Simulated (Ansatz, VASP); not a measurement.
AlGa3N2 in VASP and in Ansatz

```
CELL_PARAMETERS angstrom
2.74504 1.58485 4.67414
-2.74504 1.58485 4.67414
0.00000 -3.16970 4.67414
ATOMIC_POSITIONS crystal
Al 0.50000 0.50000 0.50000
Ga 0.50000 0.50000 0.00000
Ga 0.00000 0.50000 0.50000
Ga 0.50000 0.00000 0.50000
N 0.75080 0.75080 0.75080
N 0.24920 0.24920 0.24920
```

Change from the starting cell: species swapped into the Ca2GePd3 type (R-3m, No. 166).

Alike in both runs: functional PBE; k mesh 6 × 6 × 6; occupations gaussian, width 0.1 eV; collinear spin.

Ansatz relaxed the structure, and its values are those at the end. VASP's run is a single point on that final structure, the one shown.

|  | VASP | Ansatz |
| --- | --- | --- |
| version | VASP 6.6.1 | Ansatz 0.2.0 |
| potentials or method | VASP PAW PBE potentials, release 64 (Al, Ga_d, N), cutoff 520 eV | scalar-relativistic, plane waves, PAW |
| valence electrons in the cell | 52 | 52 |

```csv
,VASP,Ansatz,Ansatz less VASP
gap on the k mesh at the Fermi level (eV),none,none,-
pressure (GPa),0.1,0.0,-0.11
rms of the force components (eV/Å),0.003,0.012,+0.0086
net moment per atom (μB),0.00,0.00,0.000
```

A gap of «none» marks a metal or a gap that the smearing closes. Ansatz's warnings: seeded moment not kept.
